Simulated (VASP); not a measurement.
# Ni (P6_3/mmc) in VASP: a series of runs

Ni is run at these levels: PBEsol; tasks: single point.

Everything below comes from runs of VASP 6.6.1. Logs are shortened: lines on timing, memory, paths and dates and some standing lists are left out, and cuts for length are marked.

## Step 1: The cell of the first run

It takes space group P6_3/mmc (No. 194, hexagonal). Conventional cell: a = 2.512 Å, b = 2.512 Å, c = 4.179 Å, α = 90.00°, β = 90.00°, γ = 120.00°. Within 3.3 Å of Ni (site symmetry -6m2) lie 12 Ni at 2.51 to 2.54 Å.

This isn't the form of Ni at room conditions, which is fcc.

## Step 2: Single point, PBEsol, collinear spin, antiferromagnetic start

INCAR

```
SYSTEM = Ni
PREC = Accurate
ENCUT = 520
EDIFF = 1E-6
ISMEAR = -1
SIGMA = 0.1
LREAL = .False.
LASPH = .True.
NELM = 150
ALGO = Normal
ISIF = 2
LWAVE = .False.
LCHARG = .False.
ISPIN = 2
MAGMOM = 1.5 -1.5
LORBIT = 11
LMAXMIX = 4
GGA = PS
NBANDS = 21
```

KPOINTS

```
Automatic mesh
0
Gamma
  13 13 7
  0 0 0
```

POSCAR

```
Ni
1.0
    2.5116362681      0.0000000000      0.0000000000
   -1.2558176211      2.1751407035      0.0000000000
    0.0000000000      0.0000000000      4.1786422293
Ni
2
Direct
    0.3333333333      0.6666666667      0.2500000000
    0.6666666667      0.3333333333      0.7500000000
```

Potentials or basis: VASP PAW PBE potentials, release 64 (Ni).

The run is started by

```console
$ cat potpaw_PBE.64/Ni/POTCAR > POTCAR
$ mpirun -np 1 vasp_std > vasp.out
```

OUTCAR:

```text
SYSTEM = Ni
   PREC = Accurate
   ENCUT = 520
   EDIFF = 1E-6
   ISMEAR = -1
   LREAL = .False.
   LASPH = .True.
   NELM = 150
   ISIF = 2
   ISPIN = 2
   LORBIT = 11
   GGA = PS

 ion  position               nearest neighbor table
   1  0.333  0.667  0.250-   2 2.54   2 2.54   2 2.54   2 2.54   2 2.54   2 2.54
   2  0.667  0.333  0.750-   1 2.54   1 2.54   1 2.54   1 2.54   1 2.54   1 2.54

  LATTYP: Found a hexagonal cell.
 ALAT       =     2.5116362681
 C/A-ratio  =     1.6637131269

  Lattice vectors:

 A1 = (   2.5116362681,   0.0000000000,   0.0000000000)
 A2 = (  -1.2558176211,   2.1751407035,   0.0000000000)
 A3 = (   0.0000000000,   0.0000000000,   4.1786422293)

Analysis of symmetry for initial positions (statically):
=====================================================================
 Subroutine PRICEL returns:
 Original cell was already a primitive cell.

 Routine SETGRP: Setting up the symmetry group for a
 hexagonal supercell.

 Subroutine GETGRP returns: Found 24 space group operations
 (whereof 12 operations were pure point group operations)
 out of a pool of 24 trial point group operations.

The static configuration has the point symmetry D_3d.
 The point group associated with its full space group is D_6h.

Analysis of symmetry for dynamics (positions and initial velocities):
=====================================================================
 Subroutine PRICEL returns:
 Original cell was already a primitive cell.

 Routine SETGRP: Setting up the symmetry group for a
 hexagonal supercell.

 Subroutine GETGRP returns: Found 24 space group operations
 (whereof 12 operations were pure point group operations)
 out of a pool of 24 trial point group operations.

The dynamic configuration has the point symmetry D_3d.
 The point group associated with its full space group is D_6h.

Analysis of structural, dynamic, and magnetic symmetry:
=====================================================================
 Subroutine PRICEL returns:
 Original cell was already a primitive cell.

 Routine SETGRP: Setting up the symmetry group for a
 hexagonal supercell.

 Subroutine GETGRP returns: Found 24 space group operations
 (whereof 12 operations were pure point group operations)
 out of a pool of 24 trial point group operations.

The overall configuration has the point symmetry D_3d.
 The point group associated with its full space group is D_6h.

 Subroutine INISYM returns: Found 24 space group operations
[... 117 lines left out ...]
     AMIX_MAG =   1.60;   BMIX_MAG =  1.00
  volume/ion in A,a.u.               =      11.41        77.03
  Fermi-wavevector in a.u.,A,eV,Ry     =   1.566481  2.960219 33.386819  2.453862
  Thomas-Fermi vector in A             =   2.668802
   LORBIT       =     11    0 simple, 1 ext, 2 COOP (PROOUT), +10 PAW based schemes
   GGA     = PS    functional components
   LHFCALC =     F    Hartree Fock is set to
   AEXX    =    0.0000 exact exchange contribution
   IVDW    =     0    specifies the selected vdW correction
   LEPSILON=     F    determine dielectric tensor
   LRPA    =     F    only Hartree local field effects (RPA)
 spin polarized calculation
  energy-cutoff  :      520.00
  volume of cell :       22.83
 maximum number of plane-waves:       627
 NGX is ok and might be reduce to    20
   NGX =  9   NGY =  9   NGZ = 15

 number of electron      20.0000001 magnetization       0.0000000

 number of electron      20.0000001 magnetization      -0.0000000

 Free energy of the ion-electron system (eV)
  ---------------------------------------------------
  ext. energy  EPLUGINS =         0.00000000
  ---------------------------------------------------
  free energy    TOTEN  =       -12.10105739 eV

  energy without entropy =      -11.90461442  energy(sigma->0) =      -12.00283590

 E-fermi :   8.3786     XC(G=0): -13.1498

 val. band max:        8.3722848454   @ k =   0.4615   0.0769   0.0000
 cond. band min:       8.3793578716   @ k =   0.3846   0.1538   0.4286
 fundamental gap:      0.0070730262
 Fermi energy:         8.3786047569

 spin component 1

 k-point     1 :       0.0000    0.0000    0.0000
  band No.  band energies     occupation
      1      -0.2077      1.00000
      2       4.1337      1.00000
      3       6.5472      1.00000
      4       6.6745      1.00000
      5       6.6745      1.00000
      6       6.9168      1.00000
[... 565 lines left out ...]
     20      35.4790      0.00000
     21      36.3544      0.00000

 [... further k-points ...]

 spin component 2

 k-point     1 :       0.0000    0.0000    0.0000
  band No.  band energies     occupation
      1      -0.2077      1.00000
      2       4.1337      1.00000
      3       6.5472      1.00000
      4       6.6745      1.00000
      5       6.6745      1.00000
      6       6.9168      1.00000
[... 565 lines left out ...]
     20      35.4790      0.00000
     21      36.3544      0.00000

 [... further k-points ...]

------------------------ aborting loop because EDIFF is reached ----------------------------------------

  FORCE on cell =-STRESS in cart. coord.  units (eV):
  Direction    XX          YY          ZZ          XY          YZ          ZX
  --------------------------------------------------------------------------------------
  -------------------------------------------------------------------------------------
  Total       -2.3039639     -2.3039637     -2.6185630     -0.0000005      0.0000000      0.0000000
  in kB     -161.6988611   -161.6988448   -183.7783360     -0.0000381      0.0000000      0.0000000
  external PRESSURE =    -169.0586806 kB  Pullay stress =       0.0000000 kB

 VOLUME and BASIS-vectors are now :
 -----------------------------------------------------------------------------
  energy-cutoff  :      520.00
  volume of cell :       22.83
      direct lattice vectors                 reciprocal lattice vectors
     2.511636268  0.000000000  0.000000000     0.398146823  0.229870093  0.000000000
    -1.255817621  2.175140703  0.000000000     0.000000000  0.459740374  0.000000000
     0.000000000  0.000000000  4.178642229     0.000000000  0.000000000  0.239312184

 POSITION                                       TOTAL-FORCE (eV/Angst)
 -----------------------------------------------------------------------------------
      0.00000      1.45009      1.04466         0.000000      0.000000      0.000000
      1.25582      0.72505      3.13398        -0.000000      0.000000      0.000000
 -----------------------------------------------------------------------------------
    total drift:                               -0.000000      0.000000     -0.000000

  FREE ENERGIE OF THE ION-ELECTRON SYSTEM (eV)
  ---------------------------------------------------
  free  energy   TOTEN  =       -12.1010573851 eV

  energy  without entropy=      -11.9046144196  energy(sigma->0) =      -12.00283590

 total charge

# of ion       s       p       d       tot
------------------------------------------
    1        0.476   0.456   8.303   9.235
    2        0.476   0.456   8.303   9.235
--------------------------------------------------
tot          0.953   0.912  16.605  18.470

 magnetization (x)

# of ion       s       p       d       tot
------------------------------------------
    1       -0.000  -0.000  -0.000  -0.000
    2        0.000   0.000   0.000   0.000
--------------------------------------------------
tot          0.000   0.000   0.000   0.000
```

It took 58 s on 1 thread of Intel Xeon 6975P-C (Granite Rapids), shared host; peak memory 0.18 GiB.

What came out:

* Free energy: -12.1011 eV
* Pressure: -16.9 GPa
* Band gap on the k mesh: zero (filled and empty bands overlap)
* Net moment: 0.00 μB per cell
* Valence electrons inside the program's atomic spheres: Ni 9.23

Stress tensor (GPa, compression positive):
```
-16.17   0.00   0.00
  0.00 -16.17   0.00
  0.00   0.00 -18.38
```

Caveat: the cell stands under tension; the PAW data sets were made with another functional, which shifts forces and pressure a little.

## Step 3: Single point, PBEsol, collinear spin, antiferromagnetic start

This run uses another cell than the first one, of 11.84 Å³/atom.

INCAR

```
SYSTEM = Ni
PREC = Accurate ; ENCUT = 520
EDIFF = 1E-7 ; ISMEAR = -1
SIGMA = 0.1 ; LREAL = .False.
LASPH = .True. ; NELM = 150
ALGO = Normal ; ISIF = 2
LWAVE = .False. ; LCHARG = .False.
ISPIN = 2 ; MAGMOM = 1.5 -1.5
LORBIT = 11 ; LMAXMIX = 4
GGA = PS ; NBANDS = 21
```

KPOINTS is that of step 2.

POSCAR

```
Ni
1.0
    2.5422689977      0.0000000000      0.0000000000
   -1.2711339796      2.2016694241      0.0000000000
    0.0000000000      0.0000000000      4.2296063036
Ni
2
Direct
    0.3333333333      0.6666666667      0.2500000000
    0.6666666667      0.3333333333      0.7500000000
```

Potentials or basis: VASP PAW PBE potentials, release 64 (Ni).

The run is started by

```console
$ cat potpaw_PBE.64/Ni/POTCAR > POTCAR
$ mpirun -np 1 vasp_std > vasp.out
```

Wall time 66 s (1 thread of Intel Xeon 6975P-C (Granite Rapids), shared host); peak memory 0.18 GiB.

Results (log left out):

| Property | Result |
| --- | --- |
| Free energy | -11.9994 eV |
| Pressure | -21.4 GPa |
| Band gap on the k mesh | zero (filled and empty bands overlap) |
| Net moment | 0.00 μB per cell |
| Valence electrons inside the program's atomic spheres | Ni 9.18 |

Stress tensor (GPa, compression positive):
```
-20.79   0.00   0.00
  0.00 -20.79   0.00
  0.00   0.00 -22.72
```

Levels at points of the mesh, in eV from the Fermi level:
Spin up:
```csv
k point,band 7,band 8,band 9,band 10,band 11,band 12,band 13,band 14
"(0.00, 0.00, 0.00)",-1.39,-0.96,-0.96,-0.22,-0.15,-0.15,5.20,22.17
```
Spin down:
```tsv
k point	band 6	band 7	band 8	band 9	band 10	band 11	band 12	band 13	band 14	band 15
(0.00, 0.00, 0.00)	-1.39	-1.39	-0.96	-0.96	-0.22	-0.15	-0.15	5.20	22.17	23.50
```

Caveat: the cell stands under tension; the PAW data sets were made with another functional, which shifts forces and pressure a little.
